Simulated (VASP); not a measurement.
# Tl (P-1) in VASP: single point with LDA

Aim: the single point of Tl with LDA.

Everything below comes from runs of VASP 6.6.1. Logs are shortened: lines on timing, memory, paths and dates and some standing lists are left out, and cuts for length are marked.

## 1. The cell of the first run

The typed cell holds 2 atoms: a = 3.456 Å, b = 3.426 Å, c = 5.526 Å, α = 89.57°, β = 88.85°, γ = 119.13°.

## 2. Single point, LDA (equal xy, yz and zx shear strains of +2 %)

The input, INCAR:

```
SYSTEM = Tl
ALGO = Normal ; EDIFF = 1E-6
ENCUT = 520 ; GGA = CA
ISIF = 2 ; ISMEAR = -1
LASPH = .TRUE. ; LCHARG = .FALSE.
LREAL = .FALSE. ; LWAVE = .FALSE.
NBANDS = 20 ; NELM = 100
PREC = Accurate ; SIGMA = 0.05
```

The input, KPOINTS:

```
k-points
0
G
  11 11 6
  0 0 0
```

The input, POSCAR:

```
Tl
1.0
    3.4559983565      0.0345599836      0.0345599836
   -1.6980693546      2.9757023804      0.0126498319
    0.0552500000      0.0552500000      5.5250000000
Tl
2
Direct
    0.3333333333      0.6666666667      0.2500000000
    0.6666666667      0.3333333333      0.7500000000
```

Potentials or basis: VASP PAW LDA potentials, release 64 (Tl_d).

The run is started by

```console
> cat potpaw_LDA.64/Tl_d/POTCAR > POTCAR
> mpirun -np 1 vasp_std > vasp.out
```

OUTCAR:

```text
SYSTEM = Tl
   EDIFF = 1E-6
   ENCUT = 520
   GGA = CA
   ISIF = 2
   ISMEAR = -1
   LASPH = .TRUE.
   LREAL = .FALSE.
   NELM = 100
   PREC = Accurate

 ion  position               nearest neighbor table
   1  0.333  0.667  0.250-   2 3.37   2 3.38   2 3.39   2 3.41   2 3.44   2 3.46
   2  0.667  0.333  0.750-   1 3.37   1 3.38   1 3.39   1 3.41   1 3.44   1 3.46

  LATTYP: Found a triclinic cell.
 ALAT       =     3.4862906710
 B/A-ratio  =     0.9827452114
 C/A-ratio  =     1.5849374002
 COS(alpha) =     0.0074204947
 COS(beta)  =     0.0272158148
 COS(gamma) =     0.5000757388

  Lattice vectors:

 A1 = (   1.7579290019,   3.0102623640,   0.0472098155)
 A2 = (  -1.6980693546,   2.9757023804,   0.0126498319)
 A3 = (   0.0552500000,   0.0552500000,   5.5250000000)

Analysis of symmetry for initial positions (statically):
=====================================================================
 Subroutine PRICEL returns:
 Original cell was already a primitive cell.

 Routine SETGRP: Setting up the symmetry group for a
 triclinic supercell.

 Subroutine GETGRP returns: Found  2 space group operations
 (whereof  2 operations were pure point group operations)
 out of a pool of  2 trial point group operations.

The static configuration has the point symmetry S_2 .

Analysis of symmetry for dynamics (positions and initial velocities):
=====================================================================
 Subroutine PRICEL returns:
 Original cell was already a primitive cell.

 Routine SETGRP: Setting up the symmetry group for a
 triclinic supercell.

 Subroutine GETGRP returns: Found  2 space group operations
 (whereof  2 operations were pure point group operations)
 out of a pool of  2 trial point group operations.

The dynamic configuration has the point symmetry S_2 .

 Subroutine INISYM returns: Found  2 space group operations
 (whereof  2 operations are pure point group operations),
 and found     1 'primitive' translations

----------------------------------------------------------------------------------------

                                     Primitive cell

  volume of cell :      57.1321

  direct lattice vectors                    reciprocal lattice vectors
     3.455998356  0.034559984  0.034559984     0.287754936  0.164225098 -0.004519800
    -1.698069355  2.975702380  0.012649832    -0.003308723  0.334181072 -0.003308723
     0.055250000  0.055250000  5.525000000    -0.001792389 -0.001792389  0.181031323

  length of vectors
     3.456343939  3.426135463  5.525552472     0.331350592  0.334213831  0.181049068

  position of ions in fractional coordinates (direct lattice)
     0.333333333  0.666666667  0.250000000
     0.666666667  0.333333333  0.750000000

  ion indices of the primitive-cell ions
   primitive index   ion index
                 1           1
                 2           2

----------------------------------------------------------------------------------------

 KPOINTS: k-points

Automatic generation of k-mesh.
 Grid dimensions read from file:
 generate k-points for:   11   11    6

 Generating k-lattice:

  Cartesian coordinates                     Fractional coordinates (reciprocal lattice)
     0.026159540  0.014929554 -0.000410891     0.090909091 -0.000000000  0.000000000
    -0.000300793  0.030380097 -0.000300793    -0.000000000  0.090909091  0.000000000
    -0.000298732 -0.000298732  0.030171887     0.000000000 -0.000000000  0.166666667

  Length of vectors
     0.030122781  0.030383076  0.030174845

  Shift w.r.t. Gamma in fractional coordinates (k-lattice)
     0.000000000  0.000000000  0.000000000

 Subroutine IBZKPT returns following result:
 ===========================================

 Found    364 irreducible k-points:

 Following reciprocal coordinates:
            Coordinates               Weight
  0.000000  0.000000  0.000000      1.000000
  0.090909 -0.000000  0.000000      2.000000
  0.181818 -0.000000  0.000000      2.000000
  0.272727 -0.000000  0.000000      2.000000
  0.363636 -0.000000  0.000000      2.000000
  0.454545 -0.000000 -0.000000      2.000000
[... 16 lines left out ...]
  0.454545  0.181818  0.000000      2.000000
 -0.454545  0.181818  0.000000      2.000000
 [... further k-points ...]
   k-points           NKPTS =    364   k-points in BZ     NKDIM =    364   number of bands    NBANDS=     20
   number of dos      NEDOS =    301   number of ions     NIONS =      2
   total plane-waves  NPLWV =  32928
   dimension x,y,z NGX =    28 NGY =   28 NGZ =   42
   dimension x,y,z NGXF=    56 NGYF=   56 NGZF=   84
   ions per type =               2
   NGX,Y,Z   is equivalent  to a cutoff of  13.47, 13.59, 12.64 a.u.
   NGXF,Y,Z  is equivalent  to a cutoff of  26.94, 27.17, 25.27 a.u.
 SYSTEM =  Tl
   PREC   = accura    normal or accurate (medium, high low for compatibility)
   ISTART =      0    job   : 0-new  1-cont  2-samecut
   ICHARG =      2    charge: 1-file 2-atom 10-const
   ISPIN  =      1    spin polarized calculation?
   LNONCOLLINEAR =      F non collinear calculations
   LSORBIT =      F    spin-orbit coupling
   LASPH  =      T    aspherical Exc in radial PAW
   ENCUT  =  520.0 eV  38.22 Ry    6.18 a.u.   6.43  6.37 10.27*2*pi/ulx,y,z
   NELM   =    100;   NELMIN=  2; NELMDL= -5     # of ELM steps
   EDIFF  = 0.1E-05   stopping-criterion for ELM
   LREAL  =      F    real-space projection
   EDIFFG = 0.1E-04   stopping-criterion for IOM
   NSW    =      0    number of steps for IOM
   IBRION =     -1    ionic relax: 0-MD 1-quasi-New 2-CG
   NFREE  =      0    steps in history (QN), initial steepest desc. (CG)
   ISIF   =      2    stress and relaxation
   ISYM   =      2    0-nonsym 1-usesym 2-fastsym
   POTIM  = 0.5000    time-step for ionic-motion
   TEBEG  =    0.0;   TEEND  =   0.0 temperature during run
   PSTRESS=    0.0 pullay stress
   NELECT =      26.0000    total number of electrons
   NUPDOWN=      -1.0000    fix difference up-down
   EMIN   =  10.00;   EMAX   =-10.00  energy-range for DOS
   EFERMI =   0.00;   METHOD = LEGACY
   ISMEAR =    -1;   SIGMA  =   0.05  broadening in eV -4-tet -1-fermi 0-gaus
   EFERMI_NEDOS =   21; number of points for ismear=-14 and -15
   IALGO  =     38    algorithm
   IMIX   =      4    mixing-type and parameters
     AMIX     =   0.40;   BMIX     =  1.00
     AMIX_MAG =   1.60;   BMIX_MAG =  1.00
  volume/ion in A,a.u.               =      28.57       192.77
  Fermi-wavevector in a.u.,A,eV,Ry     =   1.259232  2.379604 21.574287  1.585665
  Thomas-Fermi vector in A             =   2.392802
   LORBIT       =      0    0 simple, 1 ext, 2 COOP (PROOUT), +10 PAW based schemes
   GGA     = CA    functional components
   LHFCALC =     F    Hartree Fock is set to
   AEXX    =    0.0000 exact exchange contribution
   IVDW    =     0    specifies the selected vdW correction
   LEPSILON=     F    determine dielectric tensor
   LRPA    =     F    only Hartree local field effects (RPA)
 non-spin polarized calculation
  energy-cutoff  :      520.00
  volume of cell :       57.13
 maximum number of plane-waves:      1560
 NGX is ok and might be reduce to    28
   NGX = 13   NGY = 13   NGZ = 21

 number of electron      26.0000002 magnetization

 Free energy of the ion-electron system (eV)
  ---------------------------------------------------
  ext. energy  EPLUGINS =         0.00000000
  ---------------------------------------------------
  free energy    TOTEN  =        -5.86515075 eV

  energy without entropy =       -5.85681456  energy(sigma->0) =       -5.86098265

 E-fermi :   6.2610     XC(G=0): -10.5094

 val. band max:        6.2585451820   @ k =   0.3636   0.3636   0.3333
 cond. band min:       6.2679604013   @ k =   0.4545  -0.3636   0.3333
 fundamental gap:      0.0094152193
 Fermi energy:         6.2610440050

 k-point     1 :       0.0000    0.0000    0.0000
  band No.  band energies     occupation
      1      -5.4661      2.00000
      2      -5.2383      2.00000
      3      -5.2368      2.00000
      4      -5.1842      2.00000
      5      -5.1818      2.00000
      6      -5.1332      2.00000
[... 12 lines left out ...]
     19      17.1689      0.00000
     20      17.2466      0.00000

 k-point     2 :       0.0909   -0.0000    0.0000
  band No.  band energies     occupation
      1      -5.4428      2.00000
      2      -5.2771      2.00000
      3      -5.1957      2.00000
      4      -5.1736      2.00000
      5      -5.1520      2.00000
      6      -5.1087      2.00000
[... 12 lines left out ...]
     19      17.1463      0.00000
     20      17.9824      0.00000

 k-point     3 :       0.1818   -0.0000    0.0000
  band No.  band energies     occupation
      1      -5.4373      2.00000
      2      -5.2731      2.00000
      3      -5.2018      2.00000
      4      -5.1763      2.00000
      5      -5.1418      2.00000
      6      -5.0841      2.00000
[... 12 lines left out ...]
     19      16.6490      0.00000
     20      18.1015      0.00000

 k-point     4 :       0.2727   -0.0000    0.0000
  band No.  band energies     occupation
      1      -5.4944      2.00000
      2      -5.2863      2.00000
      3      -5.2656      2.00000
      4      -5.1893      2.00000
      5      -5.1468      2.00000
      6      -4.9772      2.00000
[... 12 lines left out ...]
     19      15.8767      0.00000
     20      17.2693      0.00000

 k-point     5 :       0.3636   -0.0000    0.0000
  band No.  band energies     occupation
      1      -5.5558      2.00000
      2      -5.3584      2.00000
      3      -5.3281      2.00000
      4      -5.2273      2.00000
      5      -5.0815      2.00000
      6      -5.0027      2.00000
[... 12 lines left out ...]
     19      15.1480      0.00000
     20      16.6554      0.00000
[... 353 lines left out ...]
      6      -5.0227      2.00000
[... 12 lines left out ...]
     19      14.5186      0.00000
     20      18.3524      0.00000

 k-point    22 :       0.3636    0.1818    0.0000
  band No.  band energies     occupation
      1      -5.4549      2.00000
      2      -5.4291      2.00000
      3      -5.2482      2.00000
      4      -5.2121      2.00000
      5      -5.0709      2.00000
      6      -5.0255      2.00000
[... 12 lines left out ...]
     19      14.1919      0.00000
     20      18.1609      0.00000

 k-point    23 :       0.4545    0.1818    0.0000
  band No.  band energies     occupation
      1      -5.4567      2.00000
      2      -5.4295      2.00000
      3      -5.2509      2.00000
      4      -5.2158      2.00000
      5      -5.0689      2.00000
      6      -5.0273      2.00000
[... 12 lines left out ...]
     19      14.2020      0.00000
     20      18.1338      0.00000

 k-point    24 :      -0.4545    0.1818    0.0000
  band No.  band energies     occupation
      1      -5.4162      2.00000
      2      -5.3929      2.00000
      3      -5.2834      2.00000
      4      -5.2222      2.00000
      5      -5.0662      2.00000
      6      -5.0221      2.00000
[... 12 lines left out ...]
     19      14.5441      0.00000
     20      18.2690      0.00000

 [... further k-points ...]

------------------------ aborting loop because EDIFF is reached ----------------------------------------

  FORCE on cell =-STRESS in cart. coord.  units (eV):
  Direction    XX          YY          ZZ          XY          YZ          ZX
  --------------------------------------------------------------------------------------
  -------------------------------------------------------------------------------------
  Total       -0.5848458     -0.6150607     -0.6316734     -0.0264207     -0.0234109     -0.0126720
  in kB      -16.4010421    -17.2483695    -17.7142445     -0.7409258     -0.6565205     -0.3553668
  external PRESSURE =     -17.1212187 kB  Pullay stress =       0.0000000 kB

 VOLUME and BASIS-vectors are now :
 -----------------------------------------------------------------------------
  energy-cutoff  :      520.00
  volume of cell :       57.13
      direct lattice vectors                 reciprocal lattice vectors
     3.455998356  0.034559984  0.034559984     0.287754936  0.164225098 -0.004519800
    -1.698069355  2.975702380  0.012649832    -0.003308723  0.334181072 -0.003308723
     0.055250000  0.055250000  5.525000000    -0.001792389 -0.001792389  0.181031323

 POSITION                                       TOTAL-FORCE (eV/Angst)
 -----------------------------------------------------------------------------------
      0.03377      2.00913      1.40120        -0.015160     -0.001071      0.001096
      1.77941      1.05638      4.17101         0.015160      0.001071     -0.001096
 -----------------------------------------------------------------------------------
    total drift:                                0.000000     -0.000000     -0.000000

  FREE ENERGIE OF THE ION-ELECTRON SYSTEM (eV)
  ---------------------------------------------------
  free  energy   TOTEN  =        -5.8651507489 eV

  energy  without entropy=       -5.8568145579  energy(sigma->0) =       -5.86098265
```

Wall time 2.6 min (1 thread of Intel Xeon Platinum 8488C (Sapphire Rapids), shared host); peak memory 0.41 GiB.

Results:

```
Free energy            : -5.8652 eV
Pressure               : -1.7 GPa
Largest force          : 0.015 eV/Å
Band gap on the k mesh : zero (bands 13 and 14 overlap by 5.61 eV)
```

Forces in eV/Å, atoms in the order of the input:
```
Tl  -0.015 -0.001  0.001
Tl   0.015  0.001 -0.001
```

Caveat: the cell differs from its parent crystal (equal xy, yz and zx shear strains of +2 %); spin-orbit coupling is left out, which moves the levels of the heavy elements.
